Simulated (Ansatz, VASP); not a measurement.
**Na4F in VASP and in Ansatz**

```xyz
5
Lattice="-3.1841 3.1841 3.1841 3.1841 -3.1841 3.1841 3.1841 3.1841 -3.1841" Properties=species:S:1:pos:R:3 pbc="T T T"
Na    1.5921    1.5921    1.5921
Na    1.5921    1.5921   -1.5921
Na    1.5921   -1.5921    1.5921
Na   -1.5921    1.5921    1.5921
F     0.0000    0.0000    0.0000
```

Alike in both runs: functional PBE; k mesh 4 × 4 × 4; occupations gaussian, width 0.1 eV; no spin polarisation.

Ansatz relaxed the structure, and its values are those at the end. VASP's run is a single point on that final structure, the one shown.

|  | VASP | Ansatz |
| --- | --- | --- |
| version | VASP 6.6.1 | Ansatz 0.2.0 |
| potentials or method | VASP PAW PBE potentials, release 64 (Na_pv, F), cutoff 520 eV | scalar-relativistic, plane waves, PAW |
| valence electrons in the cell | 35 | 43 |

Ansatz gave:

* gap on the k mesh at the Fermi level (eV): none
* pressure (GPa): -0.1

Task: Which values does VASP return?

Result: gap on the k mesh at the Fermi level (eV): none; pressure (GPa): -0.2.

A gap of «none» marks a metal or a gap that the smearing closes. VASP's potentials hold 35 valence electrons a cell and Ansatz's 43, so a difference there can come from the potentials and not from the codes.
